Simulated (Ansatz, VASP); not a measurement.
## One calculation of TaN, two programs

```xyz
12
Lattice="3.0641 0.0000 0.0000 -1.5321 2.6536 0.0000 0.0000 0.0000 15.9512" Properties=species:S:1:pos:R:3 pbc="T T T"
Ta    0.0000    0.0000    0.0000
Ta    0.0000    1.7691    2.7569
Ta    1.5321    0.8845    5.2186
Ta    0.0000    0.0000    7.9756
Ta    1.5321    0.8845   10.7325
Ta    0.0000    1.7691   13.1942
N     1.5321    0.8845    1.3456
N     0.0000    0.0000    3.9878
N     0.0000    1.7691    6.6300
N     0.0000    1.7691    9.3212
N     0.0000    0.0000   11.9634
N     1.5321    0.8845   14.6056
```

Alike in both runs: functional PBE; k mesh 12 × 12 × 3; occupations gaussian, width 0.1 eV; no spin polarisation.

Ansatz relaxed the structure, and its values are those at the end. VASP's run is a single point on that final structure, the one shown.

|  | VASP | Ansatz |
| --- | --- | --- |
| version | VASP 6.6.1 | Ansatz 0.2.0 |
| potentials or method | VASP PAW PBE potentials, release 64 (Ta_pv, N), cutoff 520 eV | scalar-relativistic, plane waves, PAW |
| valence electrons in the cell | 96 | 108 |

```csv
,VASP,Ansatz,Ansatz less VASP
gap on the k mesh at the Fermi level (eV),none,none,-
pressure (GPa),0.8,0.0,-0.77
```

A gap of «none» marks a metal or a gap that the smearing closes. VASP's potentials hold 96 valence electrons a cell and Ansatz's 108, so a difference there can come from the potentials and not from the codes.

Spin-orbit coupling is off throughout.
